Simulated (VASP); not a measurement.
# KTaO3 (P4/mmm) in VASP: notebook

Runs on KTaO3. Level: PBEsol. Tasks: single point.

Everything below comes from runs of VASP 6.6.1. Logs are shortened: lines on timing, memory, paths and dates and some standing lists are left out, and cuts for length are marked.

## 1. The cell of the first run

The structure is tetragonal, space group P4/mmm (No. 123). The conventional cell has a = 3.966 Å, b = 3.966 Å, c = 3.810 Å, α = 90.00°, β = 90.00°, γ = 90.00°. K (site symmetry 4/mmm) has 12 O at 2.75 to 2.80 Å and 8 Ta at 3.39 Å within 3.6 Å. Within 2.5 Å of Ta (site symmetry 4/mmm) lie 6 O at 1.90 to 1.98 Å. Within 2.6 Å of O (site symmetry mmm) lie 2 Ta at 1.98 Å. Within 2.5 Å of O (site symmetry 4/mmm) lie 2 Ta at 1.90 Å.

## 2. Single point, PBEsol (volume 11.985 Å^3 an atom, c/a of the conventional cell 0.9606)

INCAR

```
PREC = Accurate ; ENCUT = 520
EDIFF = 1E-7 ; ISMEAR = 0
SIGMA = 0.05 ; LREAL = False
LASPH = True ; NELM = 100
ALGO = Normal ; ISIF = 2
LWAVE = False ; LCHARG = True
GGA = PS ; LELF = True
LVHAR = True ; NBANDS = 27
```

KPOINTS

```
Automatic mesh
0
Gamma
  8 8 8
```

POSCAR

```
KTaO3
1.0
    3.9660223151      0.0000000000      0.0000000000
    0.0000000000      3.9660223151      0.0000000000
    0.0000000000      0.0000000000      3.8097610359
K Ta O
1 1 3
Direct
    0.5000000000      0.5000000000      0.5000000000
    0.0000000000      0.0000000000      0.0000000000
    0.5000000000      0.0000000000      0.0000000000
    0.0000000000      0.5000000000      0.0000000000
    0.0000000000      0.0000000000      0.5000000000
```

Potentials or basis: VASP PAW PBE potentials, release 64 (K_sv, Ta_pv, O).

Launch:

```console
$ cat potpaw_PBE.64/K_sv/POTCAR potpaw_PBE.64/Ta_pv/POTCAR potpaw_PBE.64/O/POTCAR > POTCAR
$ mpirun -np 1 vasp_std > vasp.out
```

OUTCAR:

```text
PREC = Accurate
   ENCUT = 520
   EDIFF = 1E-7
   ISMEAR = 0
   LREAL = False
   LASPH = True
   NELM = 100
   ISIF = 2
   GGA = PS

 ion  position               nearest neighbor table
   1  0.500  0.500  0.500-   3 2.75   4 2.75   3 2.75   4 2.75   3 2.75   3 2.75   4 2.75   4 2.75
                             5 2.80   5 2.80   5 2.80   5 2.80   2 3.39   2 3.39   2 3.39   2 3.39
   2  0.000  0.000  0.000-   5 1.90   5 1.90   3 1.98   4 1.98   4 1.98   3 1.98   1 3.39   1 3.39
                             1 3.39   1 3.39   1 3.39   1 3.39   1 3.39   1 3.39
   3  0.500  0.000  0.000-   2 1.98   2 1.98   1 2.75   1 2.75   1 2.75   1 2.75
   4  0.000  0.500  0.000-   2 1.98   2 1.98   1 2.75   1 2.75   1 2.75   1 2.75
   5  0.000  0.000  0.500-   2 1.90   2 1.90   1 2.80   1 2.80   1 2.80   1 2.80

  LATTYP: Found a simple tetragonal cell.
 ALAT       =     3.9660223151
 C/A-ratio  =     0.9606000000

  Lattice vectors:

 A1 = (   3.9660223151,   0.0000000000,   0.0000000000)
 A2 = (   0.0000000000,   3.9660223151,   0.0000000000)
 A3 = (   0.0000000000,   0.0000000000,   3.8097610359)

Analysis of symmetry for initial positions (statically):
=====================================================================
 Subroutine PRICEL returns:
 Original cell was already a primitive cell.

 Routine SETGRP: Setting up the symmetry group for a
 simple tetragonal supercell.

 Subroutine GETGRP returns: Found 16 space group operations
 (whereof 16 operations were pure point group operations)
 out of a pool of 16 trial point group operations.

The static configuration has the point symmetry D_4h.

Analysis of symmetry for dynamics (positions and initial velocities):
=====================================================================
 Subroutine PRICEL returns:
 Original cell was already a primitive cell.

 Routine SETGRP: Setting up the symmetry group for a
 simple tetragonal supercell.

 Subroutine GETGRP returns: Found 16 space group operations
 (whereof 16 operations were pure point group operations)
 out of a pool of 16 trial point group operations.

The dynamic configuration has the point symmetry D_4h.

 Subroutine INISYM returns: Found 16 space group operations
 (whereof 16 operations are pure point group operations),
 and found     1 'primitive' translations

----------------------------------------------------------------------------------------

                                     Primitive cell

  volume of cell :      59.9250

  direct lattice vectors                    reciprocal lattice vectors
     3.966022315  0.000000000  0.000000000     0.252141799  0.000000000  0.000000000
     0.000000000  3.966022315  0.000000000     0.000000000  0.252141799  0.000000000
     0.000000000  0.000000000  3.809761036     0.000000000  0.000000000  0.262483655

  length of vectors
     3.966022315  3.966022315  3.809761036     0.252141799  0.252141799  0.262483655

  position of ions in fractional coordinates (direct lattice)
     0.500000000  0.500000000  0.500000000
     0.000000000  0.000000000  0.000000000
     0.500000000  0.000000000  0.000000000
     0.000000000  0.500000000  0.000000000
     0.000000000  0.000000000  0.500000000

  ion indices of the primitive-cell ions
   primitive index   ion index
                 1           1
                 2           2
                 3           3
                 4           4
                 5           5

----------------------------------------------------------------------------------------

 KPOINTS: Automatic mesh

Automatic generation of k-mesh.
 Grid dimensions read from file:
 generate k-points for:    8    8    8

 Generating k-lattice:

  Cartesian coordinates                     Fractional coordinates (reciprocal lattice)
     0.031517725  0.000000000  0.000000000     0.125000000  0.000000000  0.000000000
     0.000000000  0.031517725  0.000000000     0.000000000  0.125000000  0.000000000
     0.000000000  0.000000000  0.032810457     0.000000000  0.000000000  0.125000000

  Length of vectors
     0.031517725  0.031517725  0.032810457

  Shift w.r.t. Gamma in fractional coordinates (k-lattice)
     0.000000000  0.000000000  0.000000000

 Subroutine IBZKPT returns following result:
 ===========================================

 Found     75 irreducible k-points:

 Following reciprocal coordinates:
            Coordinates               Weight
  0.000000  0.000000  0.000000      1.000000
  0.125000  0.000000  0.000000      4.000000
  0.250000  0.000000  0.000000      4.000000
  0.375000  0.000000  0.000000      4.000000
  0.500000  0.000000  0.000000      2.000000
  0.125000  0.125000  0.000000      4.000000
[... 16 lines left out ...]
  0.375000  0.125000  0.125000     16.000000
  0.500000  0.125000  0.125000      8.000000
 [... further k-points ...]
   k-points           NKPTS =     75   k-points in BZ     NKDIM =     75   number of bands    NBANDS=     27
   number of dos      NEDOS =    301   number of ions     NIONS =      5
   total plane-waves  NPLWV =  25200
   dimension x,y,z NGX =    30 NGY =   30 NGZ =   28
   dimension x,y,z NGXF=    60 NGYF=   60 NGZF=   56
   ions per type =               1   1   3
   NGX,Y,Z   is equivalent  to a cutoff of  12.58, 12.58, 12.22 a.u.
   NGXF,Y,Z  is equivalent  to a cutoff of  25.15, 25.15, 24.44 a.u.
 SYSTEM =  unknown system
   PREC   = accura    normal or accurate (medium, high low for compatibility)
   ISTART =      0    job   : 0-new  1-cont  2-samecut
   ICHARG =      2    charge: 1-file 2-atom 10-const
   ISPIN  =      1    spin polarized calculation?
   LNONCOLLINEAR =      F non collinear calculations
   LSORBIT =      F    spin-orbit coupling
   LASPH  =      T    aspherical Exc in radial PAW
   ENCUT  =  520.0 eV  38.22 Ry    6.18 a.u.   7.37  7.37  7.08*2*pi/ulx,y,z
   NELM   =    100;   NELMIN=  2; NELMDL= -5     # of ELM steps
   EDIFF  = 0.1E-06   stopping-criterion for ELM
   LREAL  =      F    real-space projection
   EDIFFG = 0.1E-05   stopping-criterion for IOM
   NSW    =      0    number of steps for IOM
   IBRION =     -1    ionic relax: 0-MD 1-quasi-New 2-CG
   NFREE  =      0    steps in history (QN), initial steepest desc. (CG)
   ISIF   =      2    stress and relaxation
   ISYM   =      2    0-nonsym 1-usesym 2-fastsym
   POTIM  = 0.5000    time-step for ionic-motion
   TEBEG  =    0.0;   TEEND  =   0.0 temperature during run
   PSTRESS=    0.0 pullay stress
   NELECT =      38.0000    total number of electrons
   NUPDOWN=      -1.0000    fix difference up-down
   EMIN   =  10.00;   EMAX   =-10.00  energy-range for DOS
   EFERMI =   0.00;   METHOD = LEGACY
   ISMEAR =     0;   SIGMA  =   0.05  broadening in eV -4-tet -1-fermi 0-gaus
   EFERMI_NEDOS =   21; number of points for ismear=-14 and -15
   IALGO  =     38    algorithm
   IMIX   =      4    mixing-type and parameters
     AMIX     =   0.40;   BMIX     =  1.00
     AMIX_MAG =   1.60;   BMIX_MAG =  1.00
  volume/ion in A,a.u.               =      11.98        80.88
  Fermi-wavevector in a.u.,A,eV,Ry     =   1.406479  2.657861 26.914828  1.978184
  Thomas-Fermi vector in A             =   2.528835
   LORBIT       =      0    0 simple, 1 ext, 2 COOP (PROOUT), +10 PAW based schemes
   GGA     = PS    functional components
   LHFCALC =     F    Hartree Fock is set to
   AEXX    =    0.0000 exact exchange contribution
   IVDW    =     0    specifies the selected vdW correction
   LEPSILON=     F    determine dielectric tensor
   LRPA    =     F    only Hartree local field effects (RPA)
 non-spin polarized calculation
 Gauss-broadening in eV      SIGMA  =   0.05
  energy-cutoff  :      520.00
  volume of cell :       59.92
 maximum number of plane-waves:      1647
 NGX is ok and might be reduce to    30
   NGX = 15   NGY = 15   NGZ = 15

 number of electron      37.9999987 magnetization

 Free energy of the ion-electron system (eV)
  ---------------------------------------------------
  ext. energy  EPLUGINS =         0.00000000
  ---------------------------------------------------
  free energy    TOTEN  =       -42.67271218 eV

  energy without entropy =      -42.67271218  energy(sigma->0) =      -42.67271218

 E-fermi :   2.3947     XC(G=0): -11.4424

 val. band max:        2.0903192577   @ k =   0.5000   0.5000   0.5000
 cond. band min:       4.2130671534   @ k =   0.0000   0.0000   0.0000
 fundamental gap:      2.1227478957
 Fermi energy:         2.3947163158

 k-point     1 :       0.0000    0.0000    0.0000
  band No.  band energies     occupation
      1     -31.8239      2.00000
      2     -31.7207      2.00000
      3     -31.7207      2.00000
      4     -25.0126      2.00000
      5     -15.7726      2.00000
      6     -14.9696      2.00000
[... 19 lines left out ...]
     26      10.0499      0.00000
     27      10.0870      0.00000

 k-point     2 :       0.1250    0.0000    0.0000
  band No.  band energies     occupation
      1     -31.8233      2.00000
      2     -31.7359      2.00000
      3     -31.7201      2.00000
      4     -25.0070      2.00000
      5     -15.7606      2.00000
      6     -14.9217      2.00000
[... 19 lines left out ...]
     26      10.2447      0.00000
     27      10.3679      0.00000

 k-point     3 :       0.2500    0.0000    0.0000
  band No.  band energies     occupation
      1     -31.8219      2.00000
      2     -31.7724      2.00000
      3     -31.7186      2.00000
      4     -24.9934      2.00000
      5     -15.7550      2.00000
      6     -14.8804      2.00000
[... 19 lines left out ...]
     26      10.8076      0.00000
     27      11.5356      0.00000

 k-point     4 :       0.3750    0.0000    0.0000
  band No.  band energies     occupation
      1     -31.8205      2.00000
      2     -31.8084      2.00000
      3     -31.7172      2.00000
      4     -24.9799      2.00000
      5     -15.7685      2.00000
      6     -14.8728      2.00000
[... 19 lines left out ...]
     26      11.4006      0.00000
     27      12.7378      0.00000
[... 516 lines left out ...]
      4     -24.9842      2.00000
      5     -15.5348      2.00000
      6     -14.7448      2.00000
[... 19 lines left out ...]
     26      11.2761      0.00000
     27      11.9348      0.00000

 k-point    23 :       0.3750    0.1250    0.1250
  band No.  band energies     occupation
      1     -31.8448      2.00000
      2     -31.8063      2.00000
      3     -31.7311      2.00000
      4     -24.9729      2.00000
      5     -15.5324      2.00000
      6     -14.7268      2.00000
[... 19 lines left out ...]
     26      11.8593      0.00000
     27      12.9884      0.00000

 k-point    24 :       0.5000    0.1250    0.1250
  band No.  band energies     occupation
      1     -31.8442      2.00000
      2     -31.8210      2.00000
      3     -31.7305      2.00000
      4     -24.9682      2.00000
      5     -15.5362      2.00000
      6     -14.7236      2.00000
[... 19 lines left out ...]
     26      12.0532      0.00000
     27      13.0187      0.00000

 [... further k-points ...]
[... 5 lines left out ...]
  --------------------------------------------------------------------------------------
  -------------------------------------------------------------------------------------
  Total        2.8335752      2.8335752     10.3925384      0.0000000      0.0000000      0.0000000
  in kB       75.7595316     75.7595316    277.8588143      0.0000000      0.0000000      0.0000000
  external PRESSURE =     143.1259592 kB  Pullay stress =       0.0000000 kB

 VOLUME and BASIS-vectors are now :
 -----------------------------------------------------------------------------
  energy-cutoff  :      520.00
  volume of cell :       59.92
      direct lattice vectors                 reciprocal lattice vectors
     3.966022315  0.000000000  0.000000000     0.252141799  0.000000000  0.000000000
     0.000000000  3.966022315  0.000000000     0.000000000  0.252141799  0.000000000
     0.000000000  0.000000000  3.809761036     0.000000000  0.000000000  0.262483655

 POSITION                                       TOTAL-FORCE (eV/Angst)
 -----------------------------------------------------------------------------------
      1.98301      1.98301      1.90488         0.000000      0.000000      0.000000
      0.00000      0.00000      0.00000         0.000000      0.000000      0.000000
      1.98301      0.00000      0.00000         0.000000      0.000000      0.000000
      0.00000      1.98301      0.00000         0.000000      0.000000      0.000000
      0.00000      0.00000      1.90488         0.000000      0.000000      0.000000
 -----------------------------------------------------------------------------------
    total drift:                                0.000000     -0.000000      0.000000

  FREE ENERGIE OF THE ION-ELECTRON SYSTEM (eV)
  ---------------------------------------------------
  free  energy   TOTEN  =       -42.6727121777 eV

  energy  without entropy=      -42.6727121777  energy(sigma->0) =      -42.67271218
```

It took 89 s on 1 thread of Intel Xeon Platinum 8375C at 2.90GHz (Ice Lake), shared host; peak memory 0.25 GiB.

Results:

| Quantity | Value |
| --- | --- |
| Free energy | -42.6727 eV |
| Pressure | 14.3 GPa |
| Band gap on the k mesh | 2.12 eV, indirect (least direct gap 2.68 eV) |

Stress tensor (GPa, compression positive):
```
 7.58  0.00  0.00
 0.00  7.58  0.00
 0.00  0.00 27.79
```

Levels at points of the mesh, in eV from the valence-band top:
```tsv
k point	band 15	band 16	band 17	band 18	band 19	band 20	band 21	band 22	band 23	band 24
(0.00, 0.00, 0.00)	-1.27	-1.04	-0.62	-0.62	-0.56	2.12	2.19	2.19	6.72	7.05
(0.50, 0.00, 0.00)	-2.43	-2.21	-1.72	-0.92	-0.80	2.36	5.15	5.15	7.45	9.19
(0.50, 0.50, 0.00)	-2.87	-1.83	-1.83	-1.49	-0.06	5.19	5.19	6.50	9.08	10.07
(0.00, 0.00, 0.50)	-2.36	-2.22	-1.67	-0.83	-0.83	2.36	5.73	5.73	7.11	8.91
(0.50, 0.00, 0.50)	-2.97	-1.57	-1.43	-1.39	-0.09	5.22	5.77	6.94	8.00	10.30
(0.50, 0.50, 0.50)	-4.34	-3.84	-0.04	-0.04	0.00	6.70	7.11	7.11	8.74	9.01
```

Caveat: the PAW data sets were made with another functional, which shifts forces and pressure a little; spin-orbit coupling is left out, which moves the levels of the heavy elements.

## 3. Single point, PBEsol (volume 12.322 Å^3 an atom, c/a of the conventional cell 1.0410)

INCAR

```
SYSTEM = KTaO3
PREC = Accurate ; ENCUT = 520
EDIFF = 1E-7 ; ISMEAR = 0
SIGMA = 0.05 ; LREAL = .False.
LASPH = .True. ; NELM = 60
ALGO = Normal ; ISIF = 2
LWAVE = .False. ; LCHARG = .False.
GGA = PS ; NBANDS = 27
```

KPOINTS

```
Automatic mesh
0
Gamma
  8 8 8
  0 0 0
```

Changes to POSCAR since step 2:

```diff
@@ -2,5 +2,5 @@
 1.0
-    3.9660223151      0.0000000000      0.0000000000
-    0.0000000000      3.9660223151      0.0000000000
-    0.0000000000      0.0000000000      3.8097610359
+    3.8970277030      0.0000000000      0.0000000000
+    0.0000000000      3.8970277030      0.0000000000
+    0.0000000000      0.0000000000      4.0568058388
 K Ta O
```

Potentials or basis: VASP PAW PBE potentials, release 64 (K_sv, Ta_pv, O).

Launch:

```console
$ cat potpaw_PBE.64/K_sv/POTCAR potpaw_PBE.64/Ta_pv/POTCAR potpaw_PBE.64/O/POTCAR > POTCAR
$ mpirun -np 1 vasp_std > vasp.out
```

It took 1.8 min on 1 thread of Intel Xeon Platinum 8375C at 2.90GHz (Ice Lake), shared host; peak memory 0.25 GiB.

The run converged. Its results:

```
Free energy            : -42.7945 eV
Pressure               : 7.4 GPa
Band gap on the k mesh : 2.10 eV, indirect (least direct gap 2.68 eV)
```

Stress tensor (GPa, compression positive):
```
12.81  0.00  0.00
 0.00 12.81  0.00
 0.00  0.00 -3.52
```

Levels at points of the mesh, in eV from the valence-band top:
```csv
k point,band 17,band 18,band 19,band 20,band 21,band 22
"(0.00, 0.00, 0.00)",-0.66,-0.58,-0.58,2.10,2.10,2.16
"(0.50, 0.00, 0.00)",-1.58,-0.89,-0.79,2.30,5.34,5.34
"(0.50, 0.50, 0.00)",-1.23,-1.23,-0.09,5.39,5.39,6.81
"(0.00, 0.00, 0.50)",-1.72,-0.90,-0.90,2.30,4.81,4.81
"(0.50, 0.00, 0.50)",-1.64,-1.61,-0.07,4.86,5.37,6.43
"(0.50, 0.50, 0.50)",-0.06,0.00,0.00,6.60,6.60,6.95
```

Caveat: the PAW data sets were made with another functional, which shifts forces and pressure a little; spin-orbit coupling is left out, which moves the levels of the heavy elements. A k mesh can miss the band edges.
